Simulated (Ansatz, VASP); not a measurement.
# One calculation of V2Cd, two programs

The input INCAR:

```
SYSTEM = V2Cd
PREC = Accurate
ENCUT = 520
EDIFF = 1E-6
ISMEAR = 0
SIGMA = 0.1
LREAL = .FALSE.
LASPH = .TRUE.
NELM = 150
ALGO = Fast
ISIF = 2
LWAVE = .FALSE.
LCHARG = .FALSE.
ISPIN = 2
MAGMOM = 2 2 2 2 0 0
LORBIT = 11
LMAXMIX = 4
GGA = PE
NBANDS = 51
```

KPOINTS

```
Automatic mesh
0
G
  6 6 2
  0 0 0
```

POSCAR

```
V2Cd
1.0
    3.0255749836      0.0000000000      0.0000000000
   -1.5127874918      2.6202247969      0.0000000000
    0.0000000000      0.0000000000     11.7682459903
V Cd
4 2
Direct
    0.3333333333      0.6666666667      0.6275000000
    0.6666666667      0.3333333333      0.1275000000
    0.3333333333      0.6666666667      0.8725000000
    0.6666666667      0.3333333333      0.3725000000
    0.3333333333      0.6666666667      0.2500000000
    0.6666666667      0.3333333333      0.7500000000
```

Input for Ansatz:

```yaml
crystal:
  lattice:
    - [3.0255749836, 0.0, 0.0]
    - [-1.5127874918, 2.6202247969, 0.0]
    - [0.0, 0.0, 11.7682459903]
  atoms:
    - { symbol: V, position: [0.3333333333, 0.6666666667, 0.6275], spin: 2.0 }
    - { symbol: V, position: [0.6666666667, 0.3333333333, 0.1275], spin: 2.0 }
    - { symbol: V, position: [0.3333333333, 0.6666666667, 0.8725], spin: 2.0 }
    - { symbol: V, position: [0.6666666667, 0.3333333333, 0.3725], spin: 2.0 }
    - { symbol: Cd, position: [0.3333333333, 0.6666666667, 0.25] }
    - { symbol: Cd, position: [0.6666666667, 0.3333333333, 0.75] }
basis:
  ecutwfc: 420
kpoints:
  mp_grid: { grid: [6, 6, 2] }
hamiltonian:
  xc: pbe
scf:
  occupations: { method: gaussian, width: 0.1 }
  lower_state_search: "off"
output:
  forces: true
  stress: true
  eigenvalues: true
  populations: true
magnetization:
  spin_polarized: true
```

Alike in both runs: task single point; functional PBE; k mesh 6 × 6 × 2; occupations gaussian, width 0.1 eV; collinear spin.

|  | VASP | Ansatz |
| --- | --- | --- |
| version | VASP 6.6.1 | Ansatz 0.2.0 |
| potentials or method | VASP PAW PBE potentials, release 64 (V_sv, Cd), cutoff 520 eV | scalar-relativistic, plane waves, PAW |
| valence electrons in the cell | 76 | 92 |

|  | VASP | Ansatz | Ansatz less VASP |
| --- | --- | --- | --- |
| gap on the k mesh at the Fermi level (eV) | none | none | - |
| rms of the force components (eV/Å) | 4.740 | 4.462 | -0.2786 |
| net moment per atom (μB) | 1.09 | 0.85 | -0.239 |
| size of the moment on the site where the two differ most (μB) | 1.35 | 0.91 | -0.444 |

The net moments are unlike, so the other rows may belong to different states. Site moments also hang on the region over which each program counts them. Atom by atom the forces differ by 0.279 eV/Å (rms over components). A gap of «none» marks a metal or a gap that the smearing closes. VASP's potentials hold 76 valence electrons a cell and Ansatz's 92, so a difference there can come from the potentials and not from the codes.

The k mesh is coarse, so the values compare programs but aren't converged.
